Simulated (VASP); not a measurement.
# Ti3Si (Fm-3m) in VASP: a series of runs, part 2 of 2

VASP 6.6.1. Earlier steps stand in the parts before.

**4. Single point, LDA**

This run uses another cell than the first one, of 16.32 Å³/atom, 1.050 times its volume.

INCAR

```
PREC     = Accurate       # precision mode
ENCUT    = 520            # plane-wave cutoff, eV
EDIFF    = 1E-6           # SCF threshold, eV
ISMEAR   = -1             # smearing method
SIGMA    = 0.1            # smearing width, eV
LREAL    = False          # projectors in reciprocal space
LASPH    = True           # aspherical terms in the spheres
NELM     = 60             # most SCF steps
ALGO     = Normal         # electronic algorithm
ISIF     = 2              # what is computed and relaxed
LWAVE    = False          # write WAVECAR
LCHARG   = False          # write CHGCAR
NBANDS   = 28             # bands
```

KPOINTS

```
Automatic mesh
0
Gamma
  6 6 6
```

POSCAR

```
Ti3Si
1.0
    0.0000000000      3.1959119829      3.1959119829
    3.1959119829      0.0000000000      3.1959119829
    3.1959119829      3.1959119829      0.0000000000
Ti Si
3 1
Direct
    0.7500000000      0.7500000000      0.7500000000
    0.2500000000      0.2500000000      0.2500000000
    0.0000000000      0.0000000000      0.0000000000
    0.5000000000      0.5000000000      0.5000000000
```

Potentials or basis: VASP PAW LDA potentials, release 64 (Ti_sv, Si).

Run with:

```bash
$ cat potpaw_LDA.64/Ti_sv/POTCAR potpaw_LDA.64/Si/POTCAR > POTCAR
$ mpirun -np 1 vasp_std > vasp.out
```

OUTCAR:

```text
PREC = Accurate
   ENCUT = 520
   EDIFF = 1E-6
   ISMEAR = -1
   LREAL = False
   LASPH = True
   NELM = 60
   ISIF = 2

 ion  position               nearest neighbor table
   1  0.750  0.750  0.750-   4 2.77   4 2.77   4 2.77   3 2.77   4 2.77   3 2.77   3 2.77   3 2.77

   2  0.250  0.250  0.250-   3 2.77   3 2.77   3 2.77   3 2.77   4 2.77   4 2.77   4 2.77   4 2.77

   3  0.000  0.000  0.000-   1 2.77   1 2.77   1 2.77   1 2.77   2 2.77   2 2.77   2 2.77   2 2.77

   4  0.500  0.500  0.500-   2 2.77   2 2.77   2 2.77   1 2.77   2 2.77   1 2.77   1 2.77   1 2.77

  LATTYP: Found a face centered cubic cell.
 ALAT       =     6.3918239658

  Lattice vectors:

 A1 = (   0.0000000000,   3.1959119829,   3.1959119829)
 A2 = (   3.1959119829,   0.0000000000,   3.1959119829)
 A3 = (   3.1959119829,   3.1959119829,   0.0000000000)

Analysis of symmetry for initial positions (statically):
=====================================================================
 Subroutine PRICEL returns:
 Original cell was already a primitive cell.

 Routine SETGRP: Setting up the symmetry group for a
 face centered cubic supercell.

 Subroutine GETGRP returns: Found 48 space group operations
 (whereof 48 operations were pure point group operations)
 out of a pool of 48 trial point group operations.
[... 161 lines left out ...]
 cond. band min:       8.5849229786   @ k =  -0.1667   0.1667   0.0000
 fundamental gap:      0.0487528863
 Fermi energy:         8.5713773960

 k-point     1 :       0.0000    0.0000    0.0000
  band No.  band energies     occupation
      1     -47.3680      2.00000
      2     -47.2974      2.00000
      3     -46.9351      2.00000
      4     -24.0488      2.00000
      5     -24.0488      2.00000
      6     -24.0488      2.00000
[... 485 lines left out ...]
     27      11.0275      0.00000
     28      11.1632      0.00000

------------------------ aborting loop because EDIFF is reached ----------------------------------------

  FORCE on cell =-STRESS in cart. coord.  units (eV):
  Direction    XX          YY          ZZ          XY          YZ          ZX
  --------------------------------------------------------------------------------------
  -------------------------------------------------------------------------------------
  Total       -5.6579977     -5.6579977     -5.6579977      0.0000000     -0.0000000      0.0000000
  in kB     -138.8541693   -138.8541693   -138.8541693      0.0000000     -0.0000000      0.0000000
  external PRESSURE =    -138.8541693 kB  Pullay stress =       0.0000000 kB

 VOLUME and BASIS-vectors are now :
 -----------------------------------------------------------------------------
  energy-cutoff  :      520.00
  volume of cell :       65.29
      direct lattice vectors                 reciprocal lattice vectors
     0.000000000  3.195911983  3.195911983    -0.156449866  0.156449866  0.156449866
     3.195911983  0.000000000  3.195911983     0.156449866 -0.156449866  0.156449866
     3.195911983  3.195911983  0.000000000     0.156449866  0.156449866 -0.156449866

 POSITION                                       TOTAL-FORCE (eV/Angst)
 -----------------------------------------------------------------------------------
      4.79387      4.79387      4.79387        -0.000000     -0.000000     -0.000000
      1.59796      1.59796      1.59796         0.000000      0.000000      0.000000
      0.00000      0.00000      0.00000        -0.000000     -0.000000     -0.000000
      3.19591      3.19591      3.19591        -0.000000     -0.000000     -0.000000
 -----------------------------------------------------------------------------------
    total drift:                                0.000000      0.000000      0.000000

  FREE ENERGIE OF THE ION-ELECTRON SYSTEM (eV)
  ---------------------------------------------------
  free  energy   TOTEN  =       -32.9139327319 eV

  energy  without entropy=      -32.7021937674  energy(sigma->0) =      -32.80806325
```

stdout:

```text
POSCAR found type information on POSCAR TiSi
 POSCAR found :  2 types and       4 ions
 scaLAPACK will be used
 LDA part: xc-table for (Slater(with rela. corr.)+CA(PZ))
 , standard interpolation
 POSCAR, INCAR and KPOINTS ok, starting setup
 FFT: planning ... GRIDC
 FFT: planning ... GRID_SOFT
 FFT: planning ... GRID
 WAVECAR not read
 entering main loop
```

It took 56 s on 1 thread of AMD EPYC 7R13 (Zen 3), shared host; peak memory 0.14 GiB.

Results:

* Free energy: -32.9139 eV
* Pressure: -13.9 GPa
* Band gap on the k mesh: zero (band 20 reaches 8.67 eV, above the bottom of band 21 at 8.35 eV)

Levels at points of the mesh, in eV from the Fermi level:
```csv
k point,band 17,band 18,band 19,band 20,band 21,band 22,band 23,band 24
"(0.00, 0.00, 0.00)",-1.85,-1.85,-0.04,-0.04,-0.04,1.65,2.14,2.14
"(0.50, 0.00, 0.00)",-0.50,-0.43,-0.43,-0.18,-0.18,0.53,0.86,0.86
"(0.50, 0.50, 0.00)",-1.82,-1.82,-0.25,-0.22,-0.22,1.04,1.13,1.13
```

**5. The runs side by side**

| cell | gap on the mesh (eV) | pressure (GPa) |
| --- | --- | --- |
| a = 4.447 Å, angles 60.0°, 4 atoms | none | -8.8 |
| a = 4.484 Å, angles 60.0°, 4 atoms | none | -11.5 |
| a = 4.520 Å, angles 60.0°, 4 atoms | none | -13.9 |

Alike in all rows: task single point; level LDA; potentials or basis VASP PAW LDA potentials, release 64 (Ti_sv, Si); no spin polarisation; k mesh 6 × 6 × 6; cutoff (eV) 520; smearing fermi-dirac 0.1 eV.

Total energies depend on the potentials used, so only differences within one code and one set of settings carry meaning.
